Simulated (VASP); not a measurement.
A run of VASP 6.6.1:

File INCAR:

```
SYSTEM = TePtSe3
PREC = Accurate ; ENCUT = 520
EDIFF = 1E-6 ; ISMEAR = 0
SIGMA = 0.2 ; LREAL = .False.
LASPH = .True. ; NELM = 100
ALGO = Normal ; ISIF = 2
LWAVE = .False. ; LCHARG = .False.
GGA = PE ; NBANDS = 45
```

File KPOINTS:

```
regular mesh
0
Gamma
  4 4 2
  0 0 0
```

POSCAR

```
TePtSe3
1.0
    5.0220105791     -0.0004396106      0.0025531309
   -0.0003783236      5.0223280619      0.0079121389
   -0.0004738672      0.0099458751     12.8354905064
Te Pt Se
2 2 6
Direct
    0.9906599205     -0.0081983816      0.4475790982
    1.0089261337      0.0062674593      0.9472319853
    0.5074290625      0.5045245997      0.0685380552
    0.4912335319      0.4918292738      0.5688881851
    0.9819838341     -0.0087679596      0.2607041676
    0.0226265139      0.0235328722      0.7604765703
    0.0077172781      0.5035133655      0.0509684144
   -0.0090100534      0.4908855680      0.5512314543
    0.5073081923      0.0047170599      0.0509688656
    0.4911255867     -0.0083038570      0.5512595438
```

Potentials or basis: VASP PAW PBE potentials, release 64 (Te, Pt, Se).

Command:

```console
$ cat potpaw_PBE.64/Te/POTCAR potpaw_PBE.64/Pt/POTCAR potpaw_PBE.64/Se/POTCAR > POTCAR
$ mpirun -np 1 vasp_std > vasp.out
```

Hardware: 1 thread of AMD EPYC 7R13 Processor (Zen 3), on a shared host.

Task: Estimate the wall time of this run.

Result: It took 4.7 min on 1 thread of AMD EPYC 7R13 Processor (Zen 3) (shared host), peak memory 0.51 GiB. Counts: scf iterations 15, k points 20.
